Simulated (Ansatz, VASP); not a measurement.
**Ag in VASP and in Ansatz**

Contents of POSCAR:

```
Ag
1.0
   -1.6881260479      1.6881260479      1.6881260479
    1.6881260479     -1.6881260479      1.6881260479
    1.6881260479      1.6881260479     -1.6881260479
Ag
1
Direct
    0.0000000000      0.0000000000      0.0000000000
```

File INCAR.step1:

```
  PREC = Accurate
  ENCUT = 520
  EDIFF = 1E-5
  ISMEAR = -1
  SIGMA = 0.05
  LREAL = False
  LASPH = True
  NELM = 60
  ALGO = Normal
  ISIF = 2
  LWAVE = True
  LCHARG = False
  GGA = PE
  NBANDS = 12
```

Contents of INCAR.step2:

```
  PREC = Accurate
  ENCUT = 520
  EDIFF = 1E-6
  ISMEAR = -1
  SIGMA = 0.05
  LREAL = False
  LASPH = True
  NELM = 60
  ALGO = Normal
  ISIF = 2
  LWAVE = False
  LCHARG = False
  GGA = PE
  LHFCALC = True
  HFSCREEN = 0.2079
  PRECFOCK = Normal
  ISTART = 1
  NBANDS = 12
```

KPOINTS

```
regular mesh
0
Gamma
  6 6 6
```

input

```
crystal:
  lattice:
    - [-1.6881260479, 1.6881260479, 1.6881260479]
    - [1.6881260479, -1.6881260479, 1.6881260479]
    - [1.6881260479, 1.6881260479, -1.6881260479]
  atoms:
    - { symbol: Ag, position: [0.0, 0.0, 0.0] }
hamiltonian:
  xc: hse06
  pseudopotentials: { kind: paw }
kpoints:
  mp_grid: { grid: [6, 6, 6] }
scf:
  occupations: { method: fermi_dirac, width: 0.05 }
output:
  forces: true
  stress: true
  eigenvalues: true
  write_density: true
  write_potential: true
  elf: true
  volumetric_format: npy
```

Alike in both runs: task single point; functional HSE06; k mesh 6 × 6 × 6; occupations fermi-dirac, width 0.05 eV; no spin polarisation.

```csv
,VASP,Ansatz
version,VASP 6.6.1,Ansatz 0.2.0
potentials or method,"VASP PAW PBE potentials, release 64 (Ag)",Ansatz PAW
plane-wave cutoff (eV),520,420
valence electrons in the cell,11,19
```

|  | VASP | Ansatz | Ansatz less VASP |
| --- | --- | --- | --- |
| gap on the k mesh at the Fermi level (eV) | none | none | - |
| pressure (GPa) | -4.0 | -4.0 | -0.01 |

A gap of «none» marks a metal or a gap that the smearing closes. VASP's potentials hold 11 valence electrons a cell and Ansatz's 19, so a difference there can come from the potentials and not from the codes.

The k mesh is coarse, so the values compare programs but aren't converged.
